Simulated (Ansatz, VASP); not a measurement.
**CuI in VASP and in Ansatz**

INCAR

```
PREC     = Accurate       # precision mode
ENCUT    = 520            # plane-wave cutoff, eV
EDIFF    = 1E-7           # SCF threshold, eV
ISMEAR   = -1             # smearing method
SIGMA    = 0.05           # smearing width, eV
LREAL    = F              # projectors in reciprocal space
LASPH    = T              # aspherical terms in the spheres
NELM     = 80             # most SCF steps
ALGO     = Normal         # electronic algorithm
ISIF     = 2              # what is computed and relaxed
LWAVE    = F              # write WAVECAR
LCHARG   = F              # write CHGCAR
GGA      = B5             # functional
ALDAX    = 1.0          
AGGAX    = 1.0          
AGGAC    = 1.0          
ALDAC    = 0.0          
NBANDS   = 16             # bands
```

KPOINTS

```
Automatic mesh
0
Gamma
  8 8 8
```

Contents of POSCAR:

```
CuI
1.0
    0.0000000000      3.0315000000      3.0315000000
    3.0315000000      0.0000000000      3.0315000000
    3.0315000000      3.0315000000      0.0000000000
I Cu
1 1
Direct
    0.0000000000      0.0000000000      0.0000000000
    0.7500000000      0.7500000000      0.7500000000
```

The input input.yaml:

```yaml
crystal:
  lattice:
    - [0.0, 3.0315, 3.0315]
    - [3.0315, 0.0, 3.0315]
    - [3.0315, 3.0315, 0.0]
  atoms:
    - { symbol: I, position: [0.0, 0.0, 0.0] }
    - { symbol: Cu, position: [0.75, 0.75, 0.75] }
kpoints:
  mp_grid: { grid: [8, 8, 8] }
  band_path:
    path:
      - [0.0, 0.0, 0.0]
      - [0.5, 0.0, 0.5]
      - [0.5, 0.25, 0.75]
      - [0.375, 0.375, 0.75]
      - [0.0, 0.0, 0.0]
      - [0.5, 0.5, 0.5]
      - [0.625, 0.25, 0.625]
      - [0.5, 0.25, 0.75]
    npoints: 8
scf:
  occupations: { method: fermi_dirac, width: 0.05 }
hamiltonian:
  xc: blyp
  pseudopotentials: { kind: all_electron, lapw: { basis_error: 0.001 } }
output:
  forces: true
  stress: true
  eigenvalues: true
```

Alike in both runs: functional BLYP; k mesh 8 × 8 × 8; occupations fermi-dirac, width 0.05 eV; no spin polarisation.

```csv
,VASP,Ansatz
version,VASP 6.6.1,Ansatz 0.2.0
potentials or method,"VASP PAW PBE potentials, release 64 (I, Cu), cutoff 520 eV","all-electron LAPW, scalar-relativistic"
task,single point,band structure
```

|  | VASP | Ansatz | Ansatz less VASP |
| --- | --- | --- | --- |
| gap on the k mesh at the Fermi level (eV) | 1.22 | 1.16 | -0.059 |
| least direct gap on the mesh (eV) | 1.22 | 1.16 | -0.059 |
| pressure (GPa) | 3.7 | 3.5 | -0.16 |

VASP's potentials were made for PBE, not for BLYP. Ansatz ran all-electron here, and VASP with PAW potentials.

Spin-orbit coupling is off throughout.
